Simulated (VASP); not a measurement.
# HgC4F6 in VASP: single point with PBE

Aim: the single point of HgC4F6 with PBE.

Everything below comes from runs of VASP 6.6.1. Logs are shortened: lines on timing, memory, paths and dates and some standing lists are left out, and cuts for length are marked.

## (1) The cell of the first run

The cell holds a disordered packing, 11 atoms: a = 6.465 Å, b = 4.684 Å, c = 5.620 Å, α = 84.88°, β = 72.90°, γ = 96.75°.

## (2) Single point, PBE

The input, INCAR:

```
ALGO = Normal
EDIFF = 1E-6
ENCUT = 520
GGA = PE
GGA_COMPAT = False
ISIF = 2
ISMEAR = -1
LASPH = True
LCHARG = False
LREAL = False
LWAVE = False
NBANDS = 50
NELM = 120
PREC = Accurate
SIGMA = 0.1
```

The input, KPOINTS:

```
k-points
0
Gamma
  3 3 3
```

The input, POSCAR:

```
HgC4F6
1.0
    6.3506480000      0.3667140000      1.1532940000
   -0.8941580000      4.5820920000      0.3809450000
    0.6591030000      0.1776900000      5.5786920000
Hg C F
1 4 6
Direct
    0.7102655545      0.5173469909      0.9574549461
    0.5786256498      0.8181597577      0.4570746406
    0.1964730310      0.2662747403     -0.0360783852
    0.0867459614      0.5973007375      0.4281563983
    0.7908703308      0.0735935891      0.4989936499
    0.5496704874      0.9297064897      0.1584133496
    0.9291258835      0.1279828788      0.1992245235
    0.1850572275      0.4878332680      0.7942259522
    0.8609401579      0.5929503074      0.4040876296
    0.1693319117      0.8363308662      0.4217437457
    0.4742500086      0.1761164719      0.5976138531
```

Potentials or basis: VASP PAW PBE potentials, release 64 (Hg_sv_GW, C, F).

On the command line:

```console
cat potpaw_PBE.64/Hg_sv_GW/POTCAR potpaw_PBE.64/C/POTCAR potpaw_PBE.64/F/POTCAR > POTCAR
mpirun -np 1 vasp_std > vasp.out
```

OUTCAR:

```text
EDIFF = 1E-6
   ENCUT = 520
   GGA = PE
   ISIF = 2
   ISMEAR = -1
   LASPH = True
   LREAL = False
   NELM = 120
   PREC = Accurate

 ion  position               nearest neighbor table
   1  0.710  0.517  0.957-   6 2.50
   2  0.579  0.818  0.457-   6 1.78   5 1.80
   3  0.196  0.266  0.964-   8 1.37   7 1.84
   4  0.087  0.597  0.428-  10 1.18   9 1.50
   5  0.791  0.074  0.499-   7 1.64   2 1.80
   6  0.550  0.930  0.158-   2 1.78   1 2.50
   7  0.929  0.128  0.199-   5 1.64   3 1.84
   8  0.185  0.488  0.794-   3 1.37
   9  0.861  0.593  0.404-   4 1.50
  10  0.169  0.836  0.422-   4 1.18
  11  0.474  0.176  0.598-

  LATTYP: Found a triclinic cell.
 ALAT       =     6.9876999497
 B/A-ratio  =     1.3930328766
 C/A-ratio  =     0.6703260383
 COS(alpha) =     0.0265117413
 COS(beta)  =     0.5985271352
 COS(gamma) =     0.6392536920

  Lattice vectors:

 A1 = (  -1.5532610000,   4.4044020000,  -5.1977470000)
 A2 = (  -7.0097510000,  -0.5444040000,  -6.7319860000)
 A3 = (  -0.8941580000,   4.5820920000,   0.3809450000)

Analysis of symmetry for initial positions (statically):
=====================================================================
 Subroutine PRICEL returns:
 Original cell was already a primitive cell.

 Routine SETGRP: Setting up the symmetry group for a
 triclinic supercell.

 Subroutine GETGRP returns: Found  1 space group operations
 (whereof  1 operations were pure point group operations)
 out of a pool of  2 trial point group operations.

The static configuration has the point symmetry C_1 .

Analysis of symmetry for dynamics (positions and initial velocities):
=====================================================================
 Subroutine PRICEL returns:
 Original cell was already a primitive cell.

 Routine SETGRP: Setting up the symmetry group for a
 triclinic supercell.

 Subroutine GETGRP returns: Found  1 space group operations
 (whereof  1 operations were pure point group operations)
 out of a pool of  2 trial point group operations.

The dynamic configuration has the point symmetry C_1 .

 Subroutine INISYM returns: Found  1 space group operations
[... 105 lines left out ...]
   LREAL  =      F    real-space projection
   EDIFFG = 0.1E-04   stopping-criterion for IOM
   NSW    =      0    number of steps for IOM
   IBRION =     -1    ionic relax: 0-MD 1-quasi-New 2-CG
   NFREE  =      0    steps in history (QN), initial steepest desc. (CG)
   ISIF   =      2    stress and relaxation
   ISYM   =      2    0-nonsym 1-usesym 2-fastsym
   POTIM  = 0.5000    time-step for ionic-motion
   TEBEG  =    0.0;   TEEND  =   0.0 temperature during run
   PSTRESS=    0.0 pullay stress
   NELECT =      78.0000    total number of electrons
   NUPDOWN=      -1.0000    fix difference up-down
   EMIN   =  10.00;   EMAX   =-10.00  energy-range for DOS
   EFERMI =   0.00;   METHOD = LEGACY
   ISMEAR =    -1;   SIGMA  =   0.10  broadening in eV -4-tet -1-fermi 0-gaus
   EFERMI_NEDOS =   21; number of points for ismear=-14 and -15
   IALGO  =     38    algorithm
   IMIX   =      4    mixing-type and parameters
     AMIX     =   0.40;   BMIX     =  1.00
     AMIX_MAG =   1.60;   BMIX_MAG =  1.00
  volume/ion in A,a.u.               =      14.56        98.26
  Fermi-wavevector in a.u.,A,eV,Ry     =   1.288015  2.433995 22.571818  1.658982
  Thomas-Fermi vector in A             =   2.419994
   LORBIT       =      0    0 simple, 1 ext, 2 COOP (PROOUT), +10 PAW based schemes
   GGA     = PE    functional components
   LHFCALC =     F    Hartree Fock is set to
   AEXX    =    0.0000 exact exchange contribution
   IVDW    =     0    specifies the selected vdW correction
   LEPSILON=     F    determine dielectric tensor
   LRPA    =     F    only Hartree local field effects (RPA)
 non-spin polarized calculation
  energy-cutoff  :      520.00
  volume of cell :      160.16
 maximum number of plane-waves:      4331
   NGX = 25   NGY = 17   NGZ = 21

 number of electron      77.9999999 magnetization

 Free energy of the ion-electron system (eV)
  ---------------------------------------------------
  ext. energy  EPLUGINS =         0.00000000
  ---------------------------------------------------
  free energy    TOTEN  =       -41.16648880 eV

  energy without entropy =      -41.06813802  energy(sigma->0) =      -41.11731341

 E-fermi :   0.6684     XC(G=0):  -8.9055

 val. band max:        0.5910490056   @ k =   0.0000   0.0000   0.0000
 cond. band min:       0.7929889413   @ k =   0.3333  -0.3333   0.3333
 fundamental gap:      0.2019399357
 Fermi energy:         0.6683835649

 k-point     1 :       0.0000    0.0000    0.0000
  band No.  band energies     occupation
      1    -112.2742      2.00000
      2     -60.6727      2.00000
      3     -60.6555      2.00000
      4     -60.5989      2.00000
      5     -30.0994      2.00000
      6     -26.9295      2.00000
[... 731 lines left out ...]
     49       7.0619      0.00000
     50       7.2814      0.00000

------------------------ aborting loop because EDIFF is reached ----------------------------------------

  FORCE on cell =-STRESS in cart. coord.  units (eV):
  Direction    XX          YY          ZZ          XY          YZ          ZX
  --------------------------------------------------------------------------------------
  -------------------------------------------------------------------------------------
  Total        1.1560529      5.9263210     -4.4469506     -1.8843069      1.3160312     -2.2229511
  in kB       11.5646272     59.2842183    -44.4852699    -18.8497489     13.1649775    -22.2373911
  external PRESSURE =       8.7878585 kB  Pullay stress =       0.0000000 kB

 VOLUME and BASIS-vectors are now :
 -----------------------------------------------------------------------------
  energy-cutoff  :      520.00
  volume of cell :      160.16
      direct lattice vectors                 reciprocal lattice vectors
     6.350648000  0.366714000  1.153294000     0.159179804  0.032712804 -0.019848492
    -0.894158000  4.582092000  0.380945000    -0.011493785  0.216458306 -0.005536582
     0.659103000  0.177690000  5.578692000    -0.032122693 -0.021543794  0.183734876

 POSITION                                       TOTAL-FORCE (eV/Angst)
 -----------------------------------------------------------------------------------
      4.67912      2.80113      6.35757        -0.644989     -0.288920     -0.410232
      3.24434      4.04229      3.52888         0.179328      3.970316     -0.079504
      1.64496      1.46342      5.70545         0.837686      2.092104     -2.004122
      0.29901      2.84478      2.71614        -1.652767     -6.925624     -1.612922
      5.28562      0.71590      3.72387        -2.667193     -2.625102     -2.125969
      2.76387      4.48972      1.87184         0.881835     -0.118592      2.392234
      5.91742      0.96255      2.23172        -0.634558      0.383204      0.748378
      1.26251      2.44429      4.83001         0.455702     -2.263430      2.893894
      5.20367      3.10447      3.47308         1.606735      0.746469     -0.055003
      0.60553      3.96918      2.86666         0.491161      6.103810      0.756383
      3.24821      1.08709      3.94794         1.147059     -1.074234     -0.503138
 -----------------------------------------------------------------------------------
    total drift:                                0.002915      0.000050      0.001116

  FREE ENERGIE OF THE ION-ELECTRON SYSTEM (eV)
  ---------------------------------------------------
  free  energy   TOTEN  =       -41.1664887966 eV

  energy  without entropy=      -41.0681380182  energy(sigma->0) =      -41.11731341
```

OSZICAR:

```text
N       E                     dE             d eps       ncg     rms          rms(c)
DAV:   1     0.776861104001E+03    0.77686E+03   -0.45305E+04  1512   0.159E+03
DAV:   2     0.424553245771E+02   -0.73441E+03   -0.67340E+03  1478   0.480E+02
DAV:   3    -0.414014982080E+02   -0.83857E+02   -0.80298E+02  1968   0.165E+02
DAV:   4    -0.447378444436E+02   -0.33363E+01   -0.32950E+01  1712   0.376E+01
DAV:   5    -0.448867435934E+02   -0.14890E+00   -0.14858E+00  2216   0.823E+00    0.136E+01
DAV:   6    -0.418601568118E+02    0.30266E+01   -0.10109E+01  1856   0.226E+01    0.874E+00
DAV:   7    -0.415243779537E+02    0.33578E+00   -0.67472E+00  1872   0.922E+00    0.520E+00
DAV:   8    -0.412021210594E+02    0.32226E+00   -0.66394E-01  1760   0.520E+00    0.250E+00
DAV:   9    -0.411733492161E+02    0.28772E-01   -0.20899E-01  1880   0.288E+00    0.109E+00
DAV:  10    -0.411660148960E+02    0.73343E-02   -0.35240E-02  1656   0.138E+00    0.428E-01
DAV:  11    -0.411667408368E+02   -0.72594E-03   -0.14146E-02  1904   0.676E-01    0.214E-01
DAV:  12    -0.411663538279E+02    0.38701E-03   -0.37760E-03  1760   0.343E-01    0.958E-02
DAV:  13    -0.411664551919E+02   -0.10136E-03   -0.45790E-04  1608   0.119E-01    0.301E-02
DAV:  14    -0.411664811480E+02   -0.25956E-04   -0.73946E-05  1864   0.586E-02    0.166E-02
DAV:  15    -0.411664913927E+02   -0.10245E-04   -0.55127E-05  1672   0.264E-02    0.156E-02
DAV:  16    -0.411664884764E+02    0.29162E-05   -0.29438E-05  1752   0.198E-02    0.459E-03
DAV:  17    -0.411664887966E+02   -0.32019E-06   -0.23302E-06  1136   0.783E-03
   1 F= -.41166489E+02 E0= -.41117313E+02  d E =-.983508E-01
```

Run time: 77 s. Hardware: 1 thread of Intel Xeon 6975P-C (Granite Rapids), shared host; peak memory 0.32 GiB.

Results:

| Item | Value |
| --- | --- |
| Free energy | -41.1665 eV |
| Pressure | 0.9 GPa |
| Largest force | 7.301 eV/Å |
| Band gap on the k mesh | 0.20 eV (least direct gap 0.38 eV) |

Forces in eV/Å, atoms in the order of the input:
```
Hg  -0.645 -0.289 -0.410
C    0.179  3.970 -0.080
C    0.838  2.092 -2.004
C   -1.653 -6.926 -1.613
C   -2.667 -2.625 -2.126
F    0.882 -0.119  2.392
F   -0.635  0.383  0.748
F    0.456 -2.263  2.894
F    1.607  0.746 -0.055
F    0.491  6.104  0.756
F    1.147 -1.074 -0.503
```

Stress tensor (GPa, compression positive):
```
 1.16 -1.88 -2.22
-1.88  5.93  1.32
-2.22  1.32 -4.45
```

Levels at points of the mesh, in eV from the valence-band top:
| k point | band 37 | band 38 | band 39 | band 40 | band 41 | band 42 |
| --- | --- | --- | --- | --- | --- | --- |
| (0.00, 0.00, 0.00) | -2.10 | -1.25 | 0.00 | 0.49 | 1.42 | 1.49 |

Caveat: the k points lie up to 0.45 Å⁻¹ apart; spin-orbit coupling is left out, which moves the levels of the heavy elements.
